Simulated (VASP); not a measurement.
# Ag3Ge5Se8 (P1) in VASP: relaxation of cell and atoms with PBE

Aim: the relaxation of cell and atoms of Ag3Ge5Se8 with PBE.

All numbers are computed with VASP 6.6.1; they aren't measurements. Logs are shortened: lines on timing, memory, paths and dates and some standing lists are left out, and cuts for length are marked.

**1. The cell of the first run**

The typed cell holds 16 atoms: a = 6.701 Å, b = 6.701 Å, c = 6.701 Å, α = 60.00°, β = 60.00°, γ = 60.00°.

**2. Relaxation of cell and atoms, PBE**

Contents of INCAR:

```
PREC     = Accurate       # precision mode
ENCUT    = 600            # plane-wave cutoff, eV
EDIFF    = 1E-6           # SCF threshold, eV
ISMEAR   = 0              # smearing method
SIGMA    = 0.1            # smearing width, eV
LREAL    = Auto         
LASPH    = True           # aspherical terms in the spheres
NELM     = 80             # most SCF steps
ALGO     = Normal         # electronic algorithm
ISIF     = 3              # what is computed and relaxed
LWAVE    = False          # write WAVECAR
LCHARG   = False          # write CHGCAR
GGA      = PE             # functional
IBRION   = 2              # ionic algorithm
NSW      = 70             # ionic steps
EDIFFG   = -0.04          # ionic threshold
ISYM     = 0
```

Contents of KPOINTS:

```
Automatic mesh
0
Gamma
  3 3 3
```

Contents of POSCAR:

```
Ag3Ge5Se8
1.0
   -4.7383750000      4.7383750000      0.0000000000
   -4.7383750000      0.0000000000      4.7383750000
    0.0000000000      4.7383750000      4.7383750000
Ge Se Ag
5 8 3
Direct
    0.9983635681      0.5008380347      0.0017578356
    0.9933233661      0.0046637015      0.5038048964
    0.5010737844      0.5012052967      0.9972637390
    0.9966820469      0.5028140779      0.4990841826
    0.4990947716      0.4976521259      0.5025312570
    0.7532165954      0.7491905343      0.7482970697
    0.2529016052      0.7513313870      0.7471276009
    0.7546600313      0.2507092905      0.7461183434
    0.7514634443      0.7512539720      0.2498799614
    0.2484115995      0.2614512394      0.7473391428
    0.2507333599      0.7454620558      0.2508354467
    0.7534119309      0.2480118742      0.2540145646
    0.2596585810      0.2483672451      0.2421280820
    0.0021477856      0.9949003833      0.9994669761
    0.4979091186      0.0008358678      0.9990079720
    0.5018331723      0.9988713078      0.4995024051
```

Potentials or basis: VASP PAW PBE potentials, release 64 (Ge_d, Se, Ag).

Started as:

```bash
> cat potpaw_PBE.64/Ge_d/POTCAR potpaw_PBE.64/Se/POTCAR potpaw_PBE.64/Ag/POTCAR > POTCAR
> mpirun -np 1 vasp_std > vasp.out
```

OUTCAR:

```text
PREC = Accurate
   ENCUT = 600
   EDIFF = 1E-6
   ISMEAR = 0
   LREAL = Auto
   LASPH = True
   NELM = 80
   ISIF = 3
   GGA = PE
   IBRION = 2
   NSW = 70
   EDIFFG = -0.04
   ISYM = 0

 ion  position               nearest neighbor table
   1  0.998  0.501  0.002-  10 2.34  12 2.36   9 2.36   6 2.36  13 2.38   7 2.39
   2  0.993  0.005  0.504-   8 2.31  12 2.32   6 2.35   7 2.38  13 2.42  11 2.43
   3  0.501  0.501  0.997-  13 2.34  11 2.36   7 2.36   6 2.37   8 2.38  12 2.41
   4  0.997  0.503  0.499-   8 2.34   9 2.34   6 2.35  11 2.35  10 2.37  13 2.42
   5  0.499  0.498  0.503-  10 2.31  12 2.36   7 2.36   8 2.37  11 2.37   9 2.40
   6  0.753  0.749  0.748-   4 2.35   2 2.35   1 2.36   3 2.37  16 2.37  15 2.38
   7  0.253  0.751  0.747-  14 2.35  16 2.35   3 2.36   5 2.36   2 2.38   1 2.39
   8  0.755  0.251  0.746-   2 2.31   4 2.34   5 2.37  14 2.37   3 2.38  15 2.40
   9  0.751  0.751  0.250-  14 2.34   4 2.34  16 2.36   1 2.36  15 2.39   5 2.40
  10  0.248  0.261  0.747-   5 2.31   1 2.34   4 2.37  15 2.38  16 2.42  14 2.43
  11  0.251  0.745  0.251-   4 2.35   3 2.36  14 2.37   5 2.37  15 2.38   2 2.43
  12  0.753  0.248  0.254-   2 2.32   1 2.36   5 2.36  16 2.37  14 2.41   3 2.41
  13  0.260  0.248  0.242-  15 2.33   3 2.34  16 2.37   1 2.38   2 2.42   4 2.42
  14  0.002  0.995  0.999-   9 2.34   7 2.35  11 2.37   8 2.37  12 2.41  10 2.43  15 3.34  16 3.35
                            16 3.35  15 3.36
  15  0.498  0.001  0.999-  13 2.33  10 2.38   6 2.38  11 2.38   9 2.39   8 2.40  14 3.34  16 3.34
                            16 3.36  14 3.36
  16  0.502  0.999  0.500-   7 2.35   9 2.36  13 2.37   6 2.37  12 2.37  10 2.42  15 3.34  14 3.35
                            14 3.35  15 3.36

IMPORTANT INFORMATION: All symmetrisations will be switched off!
NOSYMM: (Re-)initialisation of all symmetry stuff for point group C_1.

----------------------------------------------------------------------------------------

                                     Primitive cell

  volume of cell :     212.7739

  direct lattice vectors                    reciprocal lattice vectors
    -4.738375000  4.738375000  0.000000000    -0.105521408  0.105521408 -0.105521408
    -4.738375000  0.000000000  4.738375000    -0.105521408 -0.105521408  0.105521408
     0.000000000  4.738375000  4.738375000     0.105521408  0.105521408  0.105521408

  length of vectors
     6.701074189  6.701074189  6.701074189     0.182768439  0.182768439  0.182768439

  position of ions in fractional coordinates (direct lattice)
     0.998363568  0.500838035  0.001757836
     0.993323366  0.004663702  0.503804896
     0.501073784  0.501205297  0.997263739
     0.996682047  0.502814078  0.499084183
     0.499094772  0.497652126  0.502531257
     0.753216595  0.749190534  0.748297070
[... 8 lines left out ...]
     0.497909119  0.000835868  0.999007972
     0.501833172  0.998871308  0.499502405

  ion indices of the primitive-cell ions
   primitive index   ion index
                 1           1
[... 54 lines left out ...]
  0.333333  0.000000 -0.333333      2.000000
  0.333333  0.333333 -0.333333      2.000000
 -0.333333  0.333333 -0.333333      2.000000
  0.333333 -0.333333 -0.333333      2.000000
   k-points           NKPTS =     14   k-points in BZ     NKDIM =     14   number of bands    NBANDS=     90
   number of dos      NEDOS =    301   number of ions     NIONS =     16
   total plane-waves  NPLWV = 157464
   dimension x,y,z NGX =    54 NGY =   54 NGZ =   54
   dimension x,y,z NGXF=   108 NGYF=  108 NGZF=  108
   ions per type =               5   8   3
   NGX,Y,Z   is equivalent  to a cutoff of  13.40, 13.40, 13.40 a.u.
   NGXF,Y,Z  is equivalent  to a cutoff of  26.79, 26.79, 26.79 a.u.
 SYSTEM =  unknown system
   PREC   = accura    normal or accurate (medium, high low for compatibility)
   ISTART =      0    job   : 0-new  1-cont  2-samecut
   ICHARG =      2    charge: 1-file 2-atom 10-const
   ISPIN  =      1    spin polarized calculation?
   LNONCOLLINEAR =      F non collinear calculations
   LSORBIT =      F    spin-orbit coupling
   LASPH  =      T    aspherical Exc in radial PAW
   ENCUT  =  600.0 eV  44.10 Ry    6.64 a.u.  13.38 13.38 13.38*2*pi/ulx,y,z
   NELM   =     80;   NELMIN=  2; NELMDL= -5     # of ELM steps
   EDIFF  = 0.1E-05   stopping-criterion for ELM
   LREAL  =      T    real-space projection
   EDIFFG = -.4E-01   stopping-criterion for IOM
   NSW    =     70    number of steps for IOM
   IBRION =      2    ionic relax: 0-MD 1-quasi-New 2-CG
   NFREE  =      1    steps in history (QN), initial steepest desc. (CG)
   ISIF   =      3    stress and relaxation
   ISYM   =      0    0-nonsym 1-usesym 2-fastsym
   POTIM  = 0.5000    time-step for ionic-motion
   TEBEG  =    0.0;   TEEND  =   0.0 temperature during run
   PSTRESS=    0.0 pullay stress
   NELECT =     151.0000    total number of electrons
   NUPDOWN=      -1.0000    fix difference up-down
   EMIN   =  10.00;   EMAX   =-10.00  energy-range for DOS
   EFERMI =   0.00;   METHOD = LEGACY
   ISMEAR =     0;   SIGMA  =   0.10  broadening in eV -4-tet -1-fermi 0-gaus
   EFERMI_NEDOS =   21; number of points for ismear=-14 and -15
   IALGO  =     38    algorithm
   IMIX   =      4    mixing-type and parameters
     AMIX     =   0.40;   BMIX     =  1.00
     AMIX_MAG =   1.60;   BMIX_MAG =  1.00
  volume/ion in A,a.u.               =      13.30        89.74
  Fermi-wavevector in a.u.,A,eV,Ry     =   1.460252  2.759476 29.012179  2.132335
  Thomas-Fermi vector in A             =   2.576723
   LORBIT       =      0    0 simple, 1 ext, 2 COOP (PROOUT), +10 PAW based schemes
   GGA     = PE    functional components
   LHFCALC =     F    Hartree Fock is set to
   AEXX    =    0.0000 exact exchange contribution
   IVDW    =     0    specifies the selected vdW correction
   LEPSILON=     F    determine dielectric tensor
   LRPA    =     F    only Hartree local field effects (RPA)
 conjugate gradient relaxation of ions
 non-spin polarized calculation
 Gauss-broadening in eV      SIGMA  =   0.10
  energy-cutoff  :      600.00
  volume of cell :      212.77
 maximum number of plane-waves:      7150
 NGX is ok and might be reduce to    54
   NGX = 27   NGY = 27   NGZ = 27

--------------------------------------- Ionic step        1  -------------------------------------------

 number of electron     150.9999997 magnetization

 Free energy of the ion-electron system (eV)
  ---------------------------------------------------
  ext. energy  EPLUGINS =         0.00000000
  ---------------------------------------------------
  free energy    TOTEN  =       -35.46106546 eV

  energy without entropy =      -35.42151295  energy(sigma->0) =      -35.44128920

 E-fermi :  12.5629     XC(G=0): -12.8421

 val. band max:       12.5502503310   @ k =   0.0000   0.0000   0.3333
 cond. band min:      12.5657042116   @ k =   0.0000   0.3333   0.3333
 fundamental gap:      0.0154538806
 Fermi energy:        12.5628994232
[... 2876 lines left out ...]
--------------------------------------- Ionic step        8  -------------------------------------------

 number of electron     150.9999961 magnetization

 Free energy of the ion-electron system (eV)
  ---------------------------------------------------
  ext. energy  EPLUGINS =         0.00000000
  ---------------------------------------------------
  free energy    TOTEN  =       -61.36254227 eV

  energy without entropy =      -61.32145201  energy(sigma->0) =      -61.34199714

 E-fermi :   4.9721     XC(G=0): -10.3085

 val. band max:        4.9520624822   @ k =   0.3333  -0.3333  -0.3333
 cond. band min:       5.0469815691   @ k =   0.3333   0.0000   0.3333
 fundamental gap:      0.0949190869
 Fermi energy:         4.9721352735
[... 1302 lines left out ...]
  FREE ENERGIE OF THE ION-ELECTRON SYSTEM (eV)
  ---------------------------------------------------
  free  energy   TOTEN  =       -61.3625422721 eV

  energy  without entropy=      -61.3214520144  energy(sigma->0) =      -61.34199714

 reached required accuracy - stopping structural energy minimisation
```

It took 1.9 h on 1 thread of Intel Xeon 8259CL, shared host; peak memory 0.56 GiB.

What came out:

| Property | Result |
| --- | --- |
| Free energy | -61.3625 eV |
| Relaxed volume | 21.63 Å³/atom |
| Relaxed cell | a = 7.860 Å, b = 7.904 Å, c = 7.863 Å, α = 60.17°, β = 59.98°, γ = 60.12° |
| Space group after relaxing (to 0.1 Å) | R-3m (No. 166) |
| Energy gained by relaxing | 1618.8 meV/atom |
| Ionic steps | 8 |
| Pressure after relaxing | 0.0 GPa |
| Largest force after relaxing | 0.035 eV/Å |
| Band gap on the k mesh | zero (an odd number of electrons rules out a gap without spin polarisation) |

Forces in eV/Å, atoms in the order of the input:
```
Ge  -0.011 -0.010 -0.008
Ge   0.004 -0.009  0.001
Ge   0.011 -0.010  0.009
Ge   0.005  0.002  0.012
Ge  -0.010  0.007 -0.001
Se   0.009  0.007 -0.012
Se   0.019  0.020  0.001
Se  -0.004 -0.018 -0.006
Se   0.017  0.025 -0.018
Se  -0.007  0.003 -0.012
Se  -0.007  0.002 -0.017
Se  -0.010 -0.007  0.008
Se   0.002 -0.011  0.022
Ag   0.007 -0.013  0.016
Ag  -0.021  0.017  0.022
Ag  -0.003 -0.005 -0.016
```

The path:
| step | energy change (eV) | largest force (eV/Å) | pressure (GPa) | volume (Å³) |
| --- | --- | --- | --- | --- |
| 1 | 0.0000 | 1.9228 | 97.75 | 212.77 |
| 2 | -14.6620 | 0.4062 | -9.71 | 573.17 |
| 3 | -25.8676 | 0.0866 | -1.20 | 352.95 |
| 4 | -25.8866 | 0.0934 | -0.66 | 349.68 |
| 5 | -25.8937 | 0.1019 | 0.05 | 345.81 |
| 6 | -25.8971 | 0.0763 | 0.05 | 345.84 |
| 7 | -25.9007 | 0.0462 | 0.02 | 345.93 |
| 8 | -25.9015 | 0.0354 | -0.02 | 346.13 |

Final structure:
```yaml
crystal:
  lattice:
    - [-5.55949, 5.55668, 0.00379]
    - [-5.59042, -0.02716, 5.58687]
    - [-0.00011, 5.56036, 5.55961]
  atoms:
    - { symbol: Ge, position: [0.99990, 0.50096, 0.00105] }
    - { symbol: Ge, position: [0.00007, 0.00163, 0.49968] }
    - { symbol: Ge, position: [0.50087, 0.50102, 0.99912] }
    - { symbol: Ge, position: [0.00062, 0.50034, 0.49797] }
    - { symbol: Ge, position: [0.50008, 0.50023, 0.49985] }
    - { symbol: Se, position: [0.75585, 0.74610, 0.74886] }
    - { symbol: Se, position: [0.25276, 0.74527, 0.74940] }
    - { symbol: Se, position: [0.75180, 0.25388, 0.74525] }
    - { symbol: Se, position: [0.75215, 0.74389, 0.25174] }
    - { symbol: Se, position: [0.24646, 0.26070, 0.74657] }
    - { symbol: Se, position: [0.25159, 0.74438, 0.25367] }
    - { symbol: Se, position: [0.75215, 0.25389, 0.24950] }
    - { symbol: Se, position: [0.24888, 0.25444, 0.24771] }
    - { symbol: Ag, position: [0.00226, 0.99953, 0.99900] }
    - { symbol: Ag, position: [0.49961, 0.99972, 0.99787] }
    - { symbol: Ag, position: [0.49983, 0.00157, 0.50091] }
```

Caveat: the k points lie up to 0.33 Å⁻¹ apart in the final cell, too coarse for converged energies and pressures of a metal; the volume moved by over 15 % at a fixed basis, so the end points are rough.

The gap in the log of VASP goes by the Fermi energy; the results here count the filled bands.